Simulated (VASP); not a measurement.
# Nb (P6/mmm) in VASP: further runs

The runs below take Nb through single point, with PBE.

Program: VASP 6.6.1. These are calculated values, not measurements. Logs are shortened: lines on timing, memory, paths and dates and some standing lists are left out, and cuts for length are marked.

## 1. The cell of the first run

Symmetry: P6/mmm, No. 191, hexagonal system. The conventional cell has a = 4.474 Å, b = 4.474 Å, c = 2.496 Å, α = 90.00°, β = 90.00°, γ = 120.00°. Within 3.3 Å of Nb (site symmetry 6/mmm) lie 14 Nb at 2.50 to 2.87 Å. Nb (site symmetry -6m2) has 11 Nb at 2.50 to 2.87 Å within 3.3 Å.

## 2. Single point, PBE

File INCAR:

```
SYSTEM = Nb
PREC = Accurate ; ENCUT = 520
EDIFF = 1E-6 ; ISMEAR = -1
SIGMA = 0.05 ; LREAL = .FALSE.
LASPH = .TRUE. ; NELM = 100
ALGO = Normal ; ISIF = 2
LWAVE = .FALSE. ; LCHARG = .FALSE.
GGA = PE ; NBANDS = 26
```

File KPOINTS:

```
regular mesh
0
G
  9 9 12
  0 0 0
```

File POSCAR:

```
Nb
1.0
    4.4741157072      0.0000000000      0.0000000000
   -2.2370578536      3.8746978619      0.0000000000
    0.0000000000      0.0000000000      2.4958172482
Nb
3
Direct
    0.0000000000      0.0000000000      0.0000000000
    0.3333333333      0.6666666667      0.5000000000
    0.6666666667      0.3333333333      0.5000000000
```

Potentials or basis: VASP PAW PBE potentials, release 64 (Nb_sv).

The run is started by

```bash
$ cat potpaw_PBE.64/Nb_sv/POTCAR > POTCAR
$ mpirun -np 1 vasp_std > vasp.out
```

OUTCAR:

```text
SYSTEM = Nb
   PREC = Accurate
   ENCUT = 520
   EDIFF = 1E-6
   ISMEAR = -1
   LREAL = .FALSE.
   LASPH = .TRUE.
   NELM = 100
   ISIF = 2
   GGA = PE

 ion  position               nearest neighbor table
   1  0.000  0.000  0.000-   2 2.87   3 2.87   2 2.87   3 2.87   2 2.87   2 2.87   3 2.87   3 2.87
                             3 2.87   3 2.87   2 2.87   2 2.87
   2  0.333  0.667  0.500-   3 2.58   3 2.58   3 2.58   1 2.87   1 2.87   1 2.87   1 2.87   1 2.87
                             1 2.87
   3  0.667  0.333  0.500-   2 2.58   2 2.58   2 2.58   1 2.87   1 2.87   1 2.87   1 2.87   1 2.87
                             1 2.87

  LATTYP: Found a hexagonal cell.
 ALAT       =     4.4741157072
 C/A-ratio  =     0.5578347570

  Lattice vectors:

 A1 = (   4.4741157072,   0.0000000000,   0.0000000000)
 A2 = (  -2.2370578536,   3.8746978619,   0.0000000000)
 A3 = (   0.0000000000,   0.0000000000,   2.4958172482)

Analysis of symmetry for initial positions (statically):
=====================================================================
 Subroutine PRICEL returns:
 Original cell was already a primitive cell.

 Routine SETGRP: Setting up the symmetry group for a
 hexagonal supercell.

 Subroutine GETGRP returns: Found 24 space group operations
 (whereof 24 operations were pure point group operations)
 out of a pool of 24 trial point group operations.

The static configuration has the point symmetry D_6h.

Analysis of symmetry for dynamics (positions and initial velocities):
=====================================================================
 Subroutine PRICEL returns:
 Original cell was already a primitive cell.

 Routine SETGRP: Setting up the symmetry group for a
 hexagonal supercell.

 Subroutine GETGRP returns: Found 24 space group operations
 (whereof 24 operations were pure point group operations)
 out of a pool of 24 trial point group operations.

The dynamic configuration has the point symmetry D_6h.

 Subroutine INISYM returns: Found 24 space group operations
 (whereof 24 operations are pure point group operations),
 and found     1 'primitive' translations

----------------------------------------------------------------------------------------

                                     Primitive cell

  volume of cell :      43.2671

  direct lattice vectors                    reciprocal lattice vectors
     4.474115707  0.000000000  0.000000000     0.223507854  0.129042320  0.000000000
    -2.237057854  3.874697862  0.000000000     0.000000000  0.258084639  0.000000000
     0.000000000  0.000000000  2.495817248     0.000000000  0.000000000  0.400670362

  length of vectors
     4.474115707  4.474115707  2.495817248     0.258084639  0.258084639  0.400670362

  position of ions in fractional coordinates (direct lattice)
     0.000000000  0.000000000  0.000000000
     0.333333333  0.666666667  0.500000000
     0.666666667  0.333333333  0.500000000

  ion indices of the primitive-cell ions
   primitive index   ion index
                 1           1
                 2           2
                 3           3

----------------------------------------------------------------------------------------

 KPOINTS: regular mesh

Automatic generation of k-mesh.
 Grid dimensions read from file:
 generate k-points for:    9    9   12

 Generating k-lattice:

  Cartesian coordinates                     Fractional coordinates (reciprocal lattice)
     0.024834206  0.014338036  0.000000000     0.111111111 -0.000000000  0.000000000
     0.000000000  0.028676071  0.000000000     0.000000000  0.111111111  0.000000000
     0.000000000  0.000000000  0.033389197     0.000000000  0.000000000  0.083333333

  Length of vectors
     0.028676071  0.028676071  0.033389197

  Shift w.r.t. Gamma in fractional coordinates (k-lattice)
     0.000000000  0.000000000  0.000000000

 Subroutine IBZKPT returns following result:
 ===========================================

 Found     84 irreducible k-points:

 Following reciprocal coordinates:
            Coordinates               Weight
  0.000000  0.000000  0.000000      1.000000
  0.111111  0.000000  0.000000      6.000000
  0.222222 -0.000000  0.000000      6.000000
  0.333333 -0.000000  0.000000      6.000000
  0.444444 -0.000000  0.000000      6.000000
  0.111111  0.111111  0.000000      6.000000
[... 16 lines left out ...]
  0.333333  0.222222  0.083333     24.000000
  0.333333  0.333333  0.083333      4.000000
 [... further k-points ...]
   k-points           NKPTS =     84   k-points in BZ     NKDIM =     84   number of bands    NBANDS=     26
   number of dos      NEDOS =    301   number of ions     NIONS =      3
   total plane-waves  NPLWV =  25920
   dimension x,y,z NGX =    36 NGY =   36 NGZ =   20
   dimension x,y,z NGXF=    72 NGYF=   72 NGZF=   40
   ions per type =               3
   NGX,Y,Z   is equivalent  to a cutoff of  13.38, 13.38, 13.32 a.u.
   NGXF,Y,Z  is equivalent  to a cutoff of  26.75, 26.75, 26.64 a.u.
 SYSTEM =  Nb
   PREC   = accura    normal or accurate (medium, high low for compatibility)
   ISTART =      0    job   : 0-new  1-cont  2-samecut
   ICHARG =      2    charge: 1-file 2-atom 10-const
   ISPIN  =      1    spin polarized calculation?
   LNONCOLLINEAR =      F non collinear calculations
   LSORBIT =      F    spin-orbit coupling
   LASPH  =      T    aspherical Exc in radial PAW
   ENCUT  =  520.0 eV  38.22 Ry    6.18 a.u.   8.32  8.32  4.64*2*pi/ulx,y,z
   NELM   =    100;   NELMIN=  2; NELMDL= -5     # of ELM steps
   EDIFF  = 0.1E-05   stopping-criterion for ELM
   LREAL  =      F    real-space projection
   EDIFFG = 0.1E-04   stopping-criterion for IOM
   NSW    =      0    number of steps for IOM
   IBRION =     -1    ionic relax: 0-MD 1-quasi-New 2-CG
   NFREE  =      0    steps in history (QN), initial steepest desc. (CG)
   ISIF   =      2    stress and relaxation
   ISYM   =      2    0-nonsym 1-usesym 2-fastsym
   POTIM  = 0.5000    time-step for ionic-motion
   TEBEG  =    0.0;   TEEND  =   0.0 temperature during run
   PSTRESS=    0.0 pullay stress
   NELECT =      39.0000    total number of electrons
   NUPDOWN=      -1.0000    fix difference up-down
   EMIN   =  10.00;   EMAX   =-10.00  energy-range for DOS
   EFERMI =   0.00;   METHOD = LEGACY
   ISMEAR =    -1;   SIGMA  =   0.05  broadening in eV -4-tet -1-fermi 0-gaus
   EFERMI_NEDOS =   21; number of points for ismear=-14 and -15
   IALGO  =     38    algorithm
   IMIX   =      4    mixing-type and parameters
     AMIX     =   0.40;   BMIX     =  1.00
     AMIX_MAG =   1.60;   BMIX_MAG =  1.00
  volume/ion in A,a.u.               =      14.42        97.33
  Fermi-wavevector in a.u.,A,eV,Ry     =   1.581407  2.988427 34.026119  2.500849
  Thomas-Fermi vector in A             =   2.681487
   LORBIT       =      0    0 simple, 1 ext, 2 COOP (PROOUT), +10 PAW based schemes
   GGA     = PE    functional components
   LHFCALC =     F    Hartree Fock is set to
   AEXX    =    0.0000 exact exchange contribution
   IVDW    =     0    specifies the selected vdW correction
   LEPSILON=     F    determine dielectric tensor
   LRPA    =     F    only Hartree local field effects (RPA)
 non-spin polarized calculation
  energy-cutoff  :      520.00
  volume of cell :       43.27
 maximum number of plane-waves:      1197
 NGX is ok and might be reduce to    36

 number of electron      39.0000001 magnetization

 Free energy of the ion-electron system (eV)
  ---------------------------------------------------
  ext. energy  EPLUGINS =         0.00000000
  ---------------------------------------------------
  free energy    TOTEN  =       -28.05152832 eV

  energy without entropy =      -28.03435905  energy(sigma->0) =      -28.04294369

 E-fermi :  14.8696     XC(G=0): -13.6859

 val. band max:       14.8649771673   @ k =   0.2222   0.2222   0.3333
 cond. band min:      14.8724023011   @ k =   0.2222   0.2222   0.0833
 fundamental gap:      0.0074251338
 Fermi energy:        14.8696459014

 k-point     1 :       0.0000    0.0000    0.0000
  band No.  band energies     occupation
      1     -39.8147      2.00000
      2     -39.2328      2.00000
      3     -39.2158      2.00000
      4     -16.4522      2.00000
      5     -16.4522      2.00000
      6     -15.9889      2.00000
[... 18 lines left out ...]
     25      18.2591      0.00000
     26      18.2591      0.00000

 k-point     2 :       0.1111    0.0000    0.0000
  band No.  band energies     occupation
      1     -39.7956      2.00000
      2     -39.2402      2.00000
      3     -39.2294      2.00000
      4     -16.5678      2.00000
      5     -16.5180      2.00000
      6     -15.8465      2.00000
[... 18 lines left out ...]
     25      18.8211      0.00000
     26      18.8871      0.00000

 k-point     3 :       0.2222   -0.0000    0.0000
  band No.  band energies     occupation
      1     -39.7413      2.00000
      2     -39.2754      2.00000
      3     -39.2531      2.00000
      4     -16.7483      2.00000
      5     -16.5454      2.00000
      6     -15.5880      2.00000
[... 18 lines left out ...]
     25      19.4601      0.00000
     26      19.6735      0.00000

 k-point     4 :       0.3333   -0.0000    0.0000
  band No.  band energies     occupation
      1     -39.6604      2.00000
      2     -39.3439      2.00000
      3     -39.2709      2.00000
      4     -16.8892      2.00000
      5     -16.4327      2.00000
      6     -15.3254      2.00000
[... 18 lines left out ...]
     25      19.8699      0.00000
     26      20.1003      0.00000
[... 496 lines left out ...]
      1     -39.5860      2.00000
      2     -39.3280      2.00000
      3     -39.2778      2.00000
      4     -16.7223      2.00000
      5     -16.5089      2.00000
      6     -15.5325      2.00000
[... 18 lines left out ...]
     25      18.8017      0.00000
     26      20.2861      0.00000

 k-point    23 :       0.3333    0.2222    0.0833
  band No.  band energies     occupation
      1     -39.5056      2.00000
      2     -39.3927      2.00000
      3     -39.2963      2.00000
      4     -16.7223      2.00000
      5     -16.3284      2.00000
      6     -15.9133      2.00000
[... 18 lines left out ...]
     25      18.6308      0.00000
     26      19.9016      0.00000

 k-point    24 :       0.3333    0.3333    0.0833
  band No.  band energies     occupation
      1     -39.4400      2.00000
      2     -39.4400      2.00000
      3     -39.3154      2.00000
      4     -16.6254      2.00000
      5     -16.2108      2.00000
      6     -16.2108      2.00000
[... 18 lines left out ...]
     25      19.2917      0.00000
     26      19.2945      0.00000

 [... further k-points ...]

------------------------ aborting loop because EDIFF is reached ----------------------------------------

  FORCE on cell =-STRESS in cart. coord.  units (eV):
  Direction    XX          YY          ZZ          XY          YZ          ZX
  --------------------------------------------------------------------------------------
  -------------------------------------------------------------------------------------
  Total       17.3499013     17.3499013     17.4062694      0.0000000      0.0000000      0.0000000
  in kB      642.4654167    642.4654167    644.5527224      0.0000000      0.0000000      0.0000000
  external PRESSURE =     643.1611853 kB  Pullay stress =       0.0000000 kB

 VOLUME and BASIS-vectors are now :
 -----------------------------------------------------------------------------
  energy-cutoff  :      520.00
  volume of cell :       43.27
      direct lattice vectors                 reciprocal lattice vectors
     4.474115707  0.000000000  0.000000000     0.223507854  0.129042320  0.000000000
    -2.237057854  3.874697862  0.000000000     0.000000000  0.258084639  0.000000000
     0.000000000  0.000000000  2.495817248     0.000000000  0.000000000  0.400670362

 POSITION                                       TOTAL-FORCE (eV/Angst)
 -----------------------------------------------------------------------------------
      0.00000      0.00000      0.00000         0.000000      0.000000     -0.000000
     -0.00000      2.58313      1.24791        -0.000000     -0.000000     -0.000000
      2.23706      1.29157      1.24791         0.000000      0.000000      0.000000
 -----------------------------------------------------------------------------------
    total drift:                                0.000000      0.000000     -0.000000

  FREE ENERGIE OF THE ION-ELECTRON SYSTEM (eV)
  ---------------------------------------------------
  free  energy   TOTEN  =       -28.0515283196 eV

  energy  without entropy=      -28.0343590508  energy(sigma->0) =      -28.04294369
```

Wall time 63 s (1 thread of AMD EPYC 9R45 (Zen 5), shared host); peak memory 0.18 GiB.

Results:

```yaml
Free_energy: -28.0515 eV
Pressure: 64.3 GPa
```

## 3. Single point, PBE

File INCAR:

```
PREC = Accurate
ENCUT = 520
EDIFF = 1E-6
ISMEAR = -1
SIGMA = 0.05
LREAL = F
LASPH = T
NELM = 100
ALGO = Normal
ISIF = 2
LWAVE = F
LCHARG = F
GGA = PE
NBANDS = 26
```

File KPOINTS:

```
Automatic mesh
0
Gamma
  9 9 12
```

POSCAR is that of step 2.

Potentials or basis: VASP PAW PBE potentials, release 64 (Nb_sv).

The run is started by

```bash
$ cat potpaw_PBE.64/Nb_sv/POTCAR > POTCAR
$ mpirun -np 1 vasp_std > vasp.out
```

Run time: 61 s. Hardware: 1 thread of AMD EPYC 9R45 (Zen 5), shared host; peak memory 0.18 GiB.

It converged, with:

| Property | Result |
| --- | --- |
| Free energy | -28.0515 eV |
| Pressure | 64.3 GPa |

Stress tensor (GPa, compression positive):
```
64.25  0.00  0.00
 0.00 64.25  0.00
 0.00  0.00 64.46
```

Levels at points of the mesh, in eV from the Fermi level:
```
           k point  band 17  band 18  band 19  band 20  band 21  band 22
(0.00, 0.00, 0.00)    -1.27    -1.27    -1.25    -1.25     0.53     0.53
(0.00, 0.00, 0.50)    -1.85    -0.47    -0.28    -0.28     1.42     1.42
```
